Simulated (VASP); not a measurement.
## C8N: single point with PBE+D3(BJ)

System: C8N, a slab with vacuum.

```
C N
1.0
     4.92989    0.00000    0.00000
    -0.00815    4.41330    0.00000
     0.00000    0.00000   23.61503
C N
16 2
Direct
  0.37457 0.74054 0.16938
  0.87457 0.74054 0.16938
  0.12440 0.63660 0.19242
  0.62440 0.63660 0.19242
  0.12405 0.42910 0.23855
  0.62405 0.42910 0.23855
  0.37388 0.32516 0.26158
  0.87388 0.32516 0.26158
  0.37353 0.11265 0.30772
  0.87353 0.11265 0.30772
  0.12336 0.00729 0.32969
  0.62336 0.00729 0.32969
  0.12299 0.78105 0.37561
  0.62299 0.78105 0.37561
  0.37283 0.68268 0.39445
  0.87283 0.68268 0.39445
  0.49783 0.68268 0.50879
  0.49783 0.68268 0.55537
```

| Quantity | Value |
| --- | --- |
| Program | VASP 6.6.1 |
| Task | single point |
| Functional | PBE |
| Dispersion | D3(BJ) |
| Potentials or basis | VASP PAW PBE potentials, release 64 (C, N) |
| Cutoff | 520 eV |
| k mesh | 6 × 6 × 1 |
| Occupations | gaussian, width 0.05 eV |
| Spin | no spin polarisation |

```json
{"Largest force": "2.992 eV/Å", "Band gap on the k mesh": "zero (bands 37 and 38 overlap by 0.06 eV)", "Dispersion energy per atom": "-0.110 eV"}
```

Forces in eV/Å, atoms in the order of the input:
```
C   -0.027 -1.173  1.518
C    0.029 -1.157  1.524
C   -0.002  1.837 -2.278
C    0.003  1.883 -2.325
C    0.002 -0.833  0.988
C    0.003 -0.845  0.980
C    0.004  0.169 -0.195
C    0.001  0.154 -0.208
C   -0.058 -0.012 -0.013
C    0.047 -0.042  0.000
C    0.045  0.053 -0.082
C   -0.046 -0.042 -0.027
C   -0.031  0.143 -0.118
C    0.026 -0.168  0.214
C   -0.224  0.092 -0.322
C    0.135 -0.036  0.238
N    0.149 -0.005 -2.091
N   -0.054 -0.017  2.196
```

Levels at points of the mesh, in eV from the Fermi level:
```tsv
k point	band 35	band 36	band 37	band 38	band 39	band 40
(0.00, 0.00, 0.00)	-0.62	-0.31	-0.08	0.30	0.50	1.05
(0.50, 0.00, 0.00)	-1.85	-0.22	-0.14	-0.03	0.00	2.59
(0.00, 0.50, 0.00)	-0.61	-0.32	-0.02	0.35	0.41	0.99
(0.50, 0.50, 0.00)	-1.00	-0.15	-0.10	0.01	0.03	2.22
```

Run time: 48 min on 1 thread of Intel Xeon 8259CL, on a shared host, peak memory 0.73 GiB.

Caveat: the standard files for N, O and F lose accuracy on very short bonds.
